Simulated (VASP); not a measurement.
Mg5CdO6: single point with PBE

Crystal: Mg5CdO6.

```
Mg Cd O
1.0
     3.09663    0.00000    0.00000
     0.00000    3.09663    0.00000
     0.00000    0.00000   13.12088
Mg Cd O
5 1 6
Cartesian
  0.0000 0.0000 0.0000
  1.5483 1.5483 2.0831
  0.0000 0.0000 4.1991
  0.0000 0.0000 8.9218
  1.5483 1.5483 11.0377
  1.5483 1.5483 6.5604
  0.0000 0.0000 2.0911
  1.5483 1.5483 4.1617
  0.0000 0.0000 6.5604
  1.5483 1.5483 8.9592
  0.0000 0.0000 11.0298
  1.5483 1.5483 0.0000
```

* Program: VASP 6.6.1
* Task: single point
* Functional: PBE
* Potentials or basis: VASP PAW PBE potentials, release 64 (Mg, Cd, O)
* Cutoff: 520 eV
* k mesh: 10 × 10 × 2
* Occupations: gaussian, width 0.02 eV
* Spin: no spin polarisation
* Dipole correction: no
* k mesh for the DOS: 15 × 15 × 3
* Occupations for the DOS: tetrahedron
* Further INCAR settings: ALGO = Normal; EDIFF = 1e-07

| Quantity | Value |
| --- | --- |
| Valence electrons inside the program's atomic spheres | Mg 0.37, 0.34 (each value once); Cd 10.39; O 5.06, 5.03, 5.02, 5.07 (each value once) |

Levels at points of the mesh, in eV from the valence-band top:
| k point | band 25 | band 26 | band 27 | band 28 | band 29 | band 30 | band 31 | band 32 | band 33 | band 34 |
| --- | --- | --- | --- | --- | --- | --- | --- | --- | --- | --- |
| (0.00, 0.00, 0.00) | -1.60 | -1.60 | -1.48 | -1.32 | -1.32 | 1.43 | 3.84 | 4.18 | 6.00 | 6.73 |

It took 7 min on 1 thread of Oxide Virtual Turin-like Processor, on a shared host, peak memory 0.38 GiB.
